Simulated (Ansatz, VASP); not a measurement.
# Two plane-wave programs on TaN

```
Ta N
1.0
     0.00000   -2.18744   -2.18744
     0.00000    2.18744   -2.18744
     4.37489    0.00000    0.00000
Ta N
2 2
Direct
  0.52035 0.47965 0.97514
  0.97965 0.02035 0.52486
  0.48115 0.51885 0.47021
  0.01885 0.98115 0.02979
```

Alike in both runs: functional PBEsol; k mesh 14 × 14 × 10; occupations gaussian, width 0.15 eV; no spin polarisation.

Ansatz relaxed the structure, and its values are those at the end. VASP's run is a single point on that final structure, the one shown.

```csv
,VASP,Ansatz
version,VASP 6.6.1,Ansatz 0.2.0
potentials or method,"VASP PAW PBE potentials, release 64 (Ta_pv, N), cutoff 520 eV","scalar-relativistic, plane waves, PAW"
valence electrons in the cell,32,36
```

VASP gave:

```
gap on the k mesh at the Fermi level (eV) : none
pressure (GPa)                            : 1.3
rms of the force components (eV/Å)        : 0.011
```

Q: Which values does Ansatz return?

A: gap on the k mesh at the Fermi level (eV): none; pressure (GPa): 0.1; rms of the force components (eV/Å): 0.004.

VASP's potentials were made for PBE, not for PBEsol, and Ansatz warns of the same on its side. A gap of «none» marks a metal or a gap that the smearing closes. VASP's potentials hold 32 valence electrons a cell and Ansatz's 36, so a difference there can come from the potentials and not from the codes. Ansatz's warnings: stress scf threshold loose.

Spin-orbit coupling is off throughout.
